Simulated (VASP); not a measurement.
Set up this calculation in VASP 6.6.1, as the native input.

| Quantity | Value |
| --- | --- |
| Task | single point |
| Functional | PBE |
| Potentials or basis | VASP PAW PBE potentials, release 64 (Al, N) |
| Cutoff | 520 eV |
| k mesh | 12 × 12 × 6 |
| Occupations | fermi-dirac, width 0.02 eV |
| Spin | no spin polarisation |
| Dipole correction | no |
| Further INCAR settings | ALGO = Normal; EDIFF = 1e-07; NBANDS = 16 |

The structure of AlN lies in POSCAR:

```
AlN
1.0
    3.2666664779      0.0000000000      0.0000000000
   -1.6333332389      2.8290161555      0.0000000000
    0.0000000000      0.0000000000      4.1046903471
Al N
2 2
Direct
    0.3333333333      0.6666666667      0.2500000000
    0.6666666667      0.3333333333      0.7500000000
    0.6666666667      0.3333333333      0.2500000000
    0.3333333333      0.6666666667      0.7500000000
```

This cell differs from its parent crystal: strain -0.8%.

One way to write it, as run:

INCAR

```
PREC     = Accurate       # precision mode
ENCUT    = 520            # plane-wave cutoff, eV
EDIFF    = 1E-7           # SCF threshold, eV
ISMEAR   = -1             # smearing method
SIGMA    = 0.02           # smearing width, eV
LREAL    = F              # projectors in reciprocal space
LASPH    = T              # aspherical terms in the spheres
NELM     = 80             # most SCF steps
ALGO     = Normal         # electronic algorithm
ISIF     = 2              # what is computed and relaxed
LWAVE    = F              # write WAVECAR
LCHARG   = F              # write CHGCAR
GGA      = PE             # functional
NBANDS   = 16             # bands
```

KPOINTS

```
regular mesh
0
Gamma
  12 12 6
```

Potentials or basis: VASP PAW PBE potentials, release 64 (Al, N).

Command:

```sh
$ cat potpaw_PBE.64/Al/POTCAR potpaw_PBE.64/N/POTCAR > POTCAR
$ mpirun -np 1 vasp_std > vasp.out
```

Results of the run:

```yaml
Pressure: 10.7 GPa
Band_gap_on_the_k_mesh: 3.64 eV, direct
```

Caveat: the cell differs from its parent crystal (strain -0.8%).

It took 14 s on 1 thread of Intel(R) Xeon(R) 6975P-C (Granite Rapids), on a shared host, peak memory 0.16 GiB.
